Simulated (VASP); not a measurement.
# Mo (I4/mmm) in VASP: notebook, part 2 of 2

VASP 6.6.1.

## (4) Single point, PBE (strain +0.0300 x Voigt [0, 1, 0, 0, 0, 0])

INCAR reads:

```
SYSTEM = Mo
  PREC = Accurate
  ENCUT = 520
  EDIFF = 1E-6
  ISMEAR = 0
  SIGMA = 0.15
  LREAL = .FALSE.
  LASPH = .TRUE.
  NELM = 100
  ALGO = Fast
  ISIF = 2
  LWAVE = .FALSE.
  LCHARG = .FALSE.
  GGA = PE
  NBANDS = 13
```

KPOINTS reads:

```
Automatic mesh
0
G
  22 22 22
  0 0 0
```

POSCAR reads:

```
Mo
1.0
   -1.5710000000      1.6181300000      1.5710000000
    1.5710000000     -1.6181300000      1.5710000000
    1.5710000000      1.6181300000     -1.5710000000
Mo
1
Direct
    0.0000000000      0.0000000000      0.0000000000
```

The run is started by

```
$ cat potpaw_PBE.64/Mo_sv/POTCAR > POTCAR
$ mpirun -np 1 vasp_std > vasp.out
```

Wall time 2.7 min (1 thread of Intel Xeon 8259CL, shared host); peak memory 0.26 GiB.

Results (log left out):

* Free energy: -10.9285 eV
* Pressure: -2.3 GPa
* Band gap on the k mesh: zero (bands 7 and 8 overlap by 4.91 eV)

Stress tensor (GPa, compression positive):
```
 0.49  0.00  0.00
 0.00 -7.86  0.00
 0.00  0.00  0.49
```

Levels at points of the mesh, in eV from the Fermi level:
| k point | band 5 | band 6 | band 7 | band 8 | band 9 | band 10 |
| --- | --- | --- | --- | --- | --- | --- |
| (0.00, 0.00, 0.00) | -7.15 | -1.41 | -1.41 | -1.09 | 1.42 | 1.83 |
| (0.50, 0.00, 0.00) | -5.17 | -3.17 | 1.44 | 1.48 | 2.26 | 4.57 |
| (0.00, 0.50, 0.00) | -5.21 | -3.52 | 1.71 | 1.92 | 2.40 | 4.65 |
| (0.50, 0.50, 0.50) | -5.30 | -5.23 | 3.80 | 3.90 | 3.90 | 8.40 |

Caveat: the cell differs from its parent crystal (strain +0.0300 x Voigt [0, 1, 0, 0, 0, 0]).

## (5) Single point, PBE (strain +0.0450 x Voigt [0, 1, 0, 0, 0, 0])

INCAR reads:

```
PREC     = Accurate       # precision mode
ENCUT    = 520            # plane-wave cutoff, eV
EDIFF    = 1E-7           # SCF threshold, eV
ISMEAR   = 0              # smearing method
SIGMA    = 0.15           # smearing width, eV
LREAL    = False          # projectors in reciprocal space
LASPH    = True           # aspherical terms in the spheres
NELM     = 100            # most SCF steps
ALGO     = Fast           # electronic algorithm
ISIF     = 2              # what is computed and relaxed
LWAVE    = False          # write WAVECAR
LCHARG   = False          # write CHGCAR
GGA      = PE             # functional
NBANDS   = 13             # bands
```

KPOINTS reads:

```
regular mesh
0
Gamma
  22 22 22
```

POSCAR reads:

```
Mo
1.0
   -1.5710000000      1.6416950000      1.5710000000
    1.5710000000     -1.6416950000      1.5710000000
    1.5710000000      1.6416950000     -1.5710000000
Mo
1
Direct
    0.0000000000      0.0000000000      0.0000000000
```

The run is started by

```
$ cat potpaw_PBE.64/Mo_sv/POTCAR > POTCAR
$ mpirun -np 1 vasp_std > vasp.out
```

It took 4.1 min on 1 thread of Intel Xeon 8259CL, shared host; peak memory 0.28 GiB.

The run converged. Its results:

```yaml
Free_energy: -10.9129 eV
Pressure: -5.7 GPa
Band_gap_on_the_k_mesh: zero (bands 7 and 8 overlap by 4.73 eV)
```

Stress tensor (GPa, compression positive):
```
 -1.75   0.00   0.00
  0.00 -13.60   0.00
  0.00   0.00  -1.75
```

Levels at points of the mesh, in eV from the Fermi level:
| k point | band 3 | band 4 | band 5 | band 6 | band 7 | band 8 | band 9 | band 10 | band 11 | band 12 |
| --- | --- | --- | --- | --- | --- | --- | --- | --- | --- | --- |
| (0.00, 0.00, 0.00) | -34.61 | -34.61 | -7.10 | -1.43 | -1.43 | -0.96 | 1.29 | 1.88 | 14.27 | 15.08 |
| (0.50, 0.00, 0.00) | -34.99 | -34.62 | -5.08 | -3.05 | 1.29 | 1.40 | 2.24 | 4.45 | 10.97 | 11.96 |
| (0.00, 0.50, 0.00) | -35.05 | -34.65 | -5.14 | -3.55 | 1.74 | 2.01 | 2.42 | 4.56 | 11.39 | 11.79 |
| (0.50, 0.50, 0.50) | -35.44 | -35.44 | -5.21 | -5.10 | 3.69 | 3.84 | 3.84 | 8.05 | 9.18 | 9.18 |

Caveat: the cell differs from its parent crystal (strain +0.0450 x Voigt [0, 1, 0, 0, 0, 0]); the cell stands under tension.

## (6) Single point, PBE (strain +0.0525 x Voigt [0, 1, 0, 0, 0, 0])

INCAR reads:

```
PREC = Accurate
ENCUT = 520
EDIFF = 1E-6
ISMEAR = 0
SIGMA = 0.15
LREAL = F
LASPH = T
NELM = 80
ALGO = Fast
ISIF = 2
LWAVE = F
LCHARG = F
GGA = PE
NBANDS = 13
```

KPOINTS reads:

```
Automatic mesh
0
Gamma
  22 22 22
```

POSCAR reads:

```
Mo
1.0
   -1.5710000000      1.6534775000      1.5710000000
    1.5710000000     -1.6534775000      1.5710000000
    1.5710000000      1.6534775000     -1.5710000000
Mo
1
Direct
    0.0000000000      0.0000000000      0.0000000000
```

Potentials or basis: VASP PAW PBE potentials, release 64 (Mo_sv).

The run is started by

```
$ cat potpaw_PBE.64/Mo_sv/POTCAR > POTCAR
$ mpirun -np 1 vasp_std > vasp.out
```

OUTCAR:

```text
PREC = Accurate
   ENCUT = 520
   EDIFF = 1E-6
   ISMEAR = 0
   LREAL = F
   LASPH = T
   NELM = 80
   ISIF = 2
   GGA = PE

 ion  position               nearest neighbor table
   1  0.000  0.000  0.000-

  LATTYP: Found a body centered tetragonal cell.
 ALAT       =     3.1420000000
 C/A-ratio  =     1.0525000000

  Lattice vectors:

 A1 = (  -1.5710000000,  -1.6534775000,   1.5710000000)
 A2 = (   1.5710000000,  -1.6534775000,  -1.5710000000)
 A3 = (   1.5710000000,   1.6534775000,   1.5710000000)

Analysis of symmetry for initial positions (statically):
=====================================================================
 Subroutine PRICEL returns:
 Original cell was already a primitive cell.

 Routine SETGRP: Setting up the symmetry group for a
 body centered tetragonal supercell.

 Subroutine GETGRP returns: Found 16 space group operations
 (whereof 16 operations were pure point group operations)
 out of a pool of 16 trial point group operations.

The static configuration has the point symmetry D_4h.

Analysis of symmetry for dynamics (positions and initial velocities):
=====================================================================
 Subroutine PRICEL returns:
 Original cell was already a primitive cell.

 Routine SETGRP: Setting up the symmetry group for a
 body centered tetragonal supercell.

 Subroutine GETGRP returns: Found 16 space group operations
 (whereof 16 operations were pure point group operations)
 out of a pool of 16 trial point group operations.

The dynamic configuration has the point symmetry D_4h.

 Subroutine INISYM returns: Found 16 space group operations
 (whereof 16 operations are pure point group operations),
 and found     1 'primitive' translations

----------------------------------------------------------------------------------------

                                     Primitive cell

  volume of cell :      16.3234

[... 113 lines left out ...]
   AEXX    =    0.0000 exact exchange contribution
   IVDW    =     0    specifies the selected vdW correction
   LEPSILON=     F    determine dielectric tensor
   LRPA    =     F    only Hartree local field effects (RPA)
 non-spin polarized calculation
 RMM-DIIS sequential band-by-band and
 Gauss-broadening in eV      SIGMA  =   0.15
  energy-cutoff  :      520.00
  volume of cell :       16.32
 maximum number of plane-waves:       458
 NGX is ok and might be reduce to    24
   NGX = 11   NGY = 11   NGZ = 11

 number of electron      13.9999999 magnetization

 Free energy of the ion-electron system (eV)
  ---------------------------------------------------
  ext. energy  EPLUGINS =         0.00000000
  ---------------------------------------------------
  free energy    TOTEN  =       -10.90214307 eV

  energy without entropy =      -10.89464365  energy(sigma->0) =      -10.89839336

 E-fermi :  11.9015     XC(G=0): -13.1472

 val. band max:       11.9008231142   @ k =   0.3182  -0.3182   0.2273
 cond. band min:      11.9097336235   @ k =   0.4091  -0.4091   0.0455
 fundamental gap:      0.0089105093
 Fermi energy:        11.9014727073

 k-point     1 :       0.0000    0.0000    0.0000
  band No.  band energies     occupation
      1     -49.3686      2.00000
      2     -22.7365      2.00000
      3     -22.7241      2.00000
      4     -22.7241      2.00000
      5       4.8212      2.00000
      6      10.4713      2.00000
      7      10.4713      2.00000
      8      11.0038      2.00000
      9      13.1262      0.00000
     10      13.8013      0.00000
     11      26.0822      0.00000
     12      27.0133      0.00000
     13      27.0133      0.00000
[... 354 lines left out ...]
  band No.  band energies     occupation
      1     -49.1498      2.00000
      2     -23.9409      2.00000
      3     -23.1016      2.00000
      4     -22.7400      2.00000
      5       6.9319      2.00000
      6       8.9397      2.00000
      7      12.8513      0.00000
      8      13.1186      0.00000
      9      14.3042      0.00000
     10      16.4162      0.00000
     11      22.7692      0.00000
     12      24.0149      0.00000
     13      28.9844      0.00000

 [... further k-points ...]

------------------------ aborting loop because EDIFF is reached ----------------------------------------

  FORCE on cell =-STRESS in cart. coord.  units (eV):
  Direction    XX          YY          ZZ          XY          YZ          ZX
  --------------------------------------------------------------------------------------
  -------------------------------------------------------------------------------------
  Total       -0.2794913     -1.6463850     -0.2794913     -0.0000000      0.0000000      0.0000000
  in kB      -27.4326788   -161.5962660    -27.4326788     -0.0000000      0.0000000      0.0000000
  external PRESSURE =     -72.1538745 kB  Pullay stress =       0.0000000 kB

 VOLUME and BASIS-vectors are now :
 -----------------------------------------------------------------------------
  energy-cutoff  :      520.00
  volume of cell :       16.32
      direct lattice vectors                 reciprocal lattice vectors
    -1.571000000  1.653477500  1.571000000     0.000000000  0.302392987  0.318268619
     1.571000000 -1.653477500  1.571000000     0.318268619  0.000000000  0.318268619
     1.571000000  1.653477500 -1.571000000     0.318268619  0.302392987  0.000000000

 POSITION                                       TOTAL-FORCE (eV/Angst)
 -----------------------------------------------------------------------------------
      0.00000      0.00000      0.00000         0.000000      0.000000     -0.000000
 -----------------------------------------------------------------------------------
    total drift:                                0.000000      0.000000      0.000000

  FREE ENERGIE OF THE ION-ELECTRON SYSTEM (eV)
  ---------------------------------------------------
  free  energy   TOTEN  =       -10.9021430681 eV

  energy  without entropy=      -10.8946436544  energy(sigma->0) =      -10.89839336
```

OSZICAR:

```text
N       E                     dE             d eps       ncg     rms          rms(c)
DAV:   1     0.921579757484E+02    0.92158E+02   -0.80380E+03 21941   0.110E+03
DAV:   2    -0.104294718022E+02   -0.10259E+03   -0.98650E+02 25014   0.309E+02
DAV:   3    -0.115948047488E+02   -0.11653E+01   -0.11616E+01 24174   0.329E+01
DAV:   4    -0.115975120931E+02   -0.27073E-02   -0.27072E-02 24404   0.193E+00
DAV:   5    -0.115975302274E+02   -0.18134E-04   -0.18134E-04 24494   0.140E-01    0.133E+01
RMM:   6    -0.109819798440E+02    0.61555E+00   -0.75327E-01 21743   0.804E+00    0.362E+00
RMM:   7    -0.109049967663E+02    0.76983E-01   -0.20399E-01 22279   0.410E+00    0.117E+00
RMM:   8    -0.109023816610E+02    0.26151E-02   -0.10671E-02 24028   0.114E+00    0.143E-01
RMM:   9    -0.109021517194E+02    0.22994E-03   -0.11795E-03 24313   0.359E-01    0.428E-02
RMM:  10    -0.109021442410E+02    0.74784E-05   -0.19851E-04 24954   0.153E-01    0.238E-02
RMM:  11    -0.109021434823E+02    0.75872E-06   -0.14870E-05 24523   0.492E-02    0.203E-03
RMM:  12    -0.109021430681E+02    0.41424E-06   -0.29461E-06 19237   0.205E-02
   1 F= -.10902143E+02 E0= -.10898393E+02  d E =-.749941E-02
```

It took 2.9 min on 1 thread of Intel Xeon 8259CL, shared host; peak memory 0.28 GiB.

What came out:

```
Free energy            : -10.9021 eV
Pressure               : -7.2 GPa
Band gap on the k mesh : zero (bands 7 and 8 overlap by 4.64 eV)
```

Levels at points of the mesh, in eV from the Fermi level:
| k point | band 5 | band 6 | band 7 | band 8 | band 9 | band 10 |
| --- | --- | --- | --- | --- | --- | --- |
| (0.00, 0.00, 0.00) | -7.08 | -1.43 | -1.43 | -0.90 | 1.22 | 1.90 |
| (0.50, 0.00, 0.00) | -5.04 | -2.98 | 1.21 | 1.36 | 2.24 | 4.39 |
| (0.00, 0.50, 0.00) | -5.10 | -3.56 | 1.75 | 2.05 | 2.43 | 4.52 |
| (0.50, 0.50, 0.50) | -5.17 | -5.04 | 3.64 | 3.81 | 3.81 | 7.87 |

Caveat: the cell differs from its parent crystal (strain +0.0525 x Voigt [0, 1, 0, 0, 0, 0]); the cell stands under tension.

## (7) Single point, PBE (strain +0.0600 x Voigt [0, 1, 0, 0, 0, 0])

INCAR reads:

```
ALGO = Fast
EDIFF = 1E-6
ENCUT = 520
GGA = PE
ISIF = 2
ISMEAR = 0
LASPH = T
LCHARG = F
LREAL = F
LWAVE = F
NBANDS = 13
NELM = 100
PREC = Accurate
SIGMA = 0.15
```

KPOINTS reads:

```
k-points
0
Gamma
  22 22 22
```

POSCAR reads:

```
Mo
1.0
   -1.5710000000      1.6652600000      1.5710000000
    1.5710000000     -1.6652600000      1.5710000000
    1.5710000000      1.6652600000     -1.5710000000
Mo
1
Direct
    0.0000000000      0.0000000000      0.0000000000
```

The run is started by

```
$ cat potpaw_PBE.64/Mo_sv/POTCAR > POTCAR
$ mpirun -np 1 vasp_std > vasp.out
```

It took 2.9 min on 1 thread of Intel Xeon 8259CL, shared host; peak memory 0.28 GiB.

It converged, with:

| Quantity | Value |
| --- | --- |
| Free energy | -10.8895 eV |
| Pressure | -8.7 GPa |
| Band gap on the k mesh | zero (bands 7 and 8 overlap by 4.56 eV) |

Stress tensor (GPa, compression positive):
```
 -3.76   0.00   0.00
  0.00 -18.62   0.00
  0.00   0.00  -3.76
```

Levels at points of the mesh, in eV from the Fermi level:
| k point | band 5 | band 6 | band 7 | band 8 | band 9 | band 10 |
| --- | --- | --- | --- | --- | --- | --- |
| (0.00, 0.00, 0.00) | -7.06 | -1.43 | -1.43 | -0.84 | 1.16 | 1.92 |
| (0.50, 0.00, 0.00) | -5.00 | -2.92 | 1.13 | 1.33 | 2.24 | 4.33 |
| (0.00, 0.50, 0.00) | -5.06 | -3.57 | 1.76 | 2.09 | 2.44 | 4.48 |
| (0.50, 0.50, 0.50) | -5.12 | -4.98 | 3.59 | 3.78 | 3.78 | 7.71 |

Caveat: the cell differs from its parent crystal (strain +0.0600 x Voigt [0, 1, 0, 0, 0, 0]); the cell stands under tension.

## (8) Overview

| cell | further INCAR settings | gap on the mesh (eV) | pressure (GPa) |
| --- | --- | --- | --- |
| a = 2.708 Å, angles 109.1, 110.3, 109.1°, 1 atom | ALGO = Fast; EDIFF = 1e-07; NBANDS = 13 | none | 9.8 |
| a = 2.735 Å, angles 109.9, 108.7, 109.9°, 1 atom | ALGO = Fast; EDIFF = 1e-06; NBANDS = 13 | none | 1.4 |
| a = 2.749 Å, angles 110.3, 107.9, 110.3°, 1 atom | ALGO = Fast; EDIFF = 1e-06; NBANDS = 13 | none | -2.3 |
| a = 2.762 Å, angles 110.7, 107.1, 110.7°, 1 atom | ALGO = Fast; EDIFF = 1e-07; NBANDS = 13 | none | -5.7 |
| a = 2.769 Å, angles 110.9, 106.7, 110.9°, 1 atom | ALGO = Fast; EDIFF = 1e-06; NBANDS = 13 | none | -7.2 |
| a = 2.777 Å, angles 111.1, 106.3, 111.1°, 1 atom | ALGO = Fast; EDIFF = 1e-06; NBANDS = 13 | none | -8.7 |

Alike in all rows: task single point; level PBE; potentials or basis VASP PAW PBE potentials, release 64 (Mo_sv); no spin polarisation; k mesh 22 × 22 × 22; cutoff (eV) 520; smearing gaussian 0.15 eV.

Caveats: the cell stands under tension (at least some runs); the cell stands under pressure (at least some runs).

Absolute energies hang on the potentials; compare differences alone.
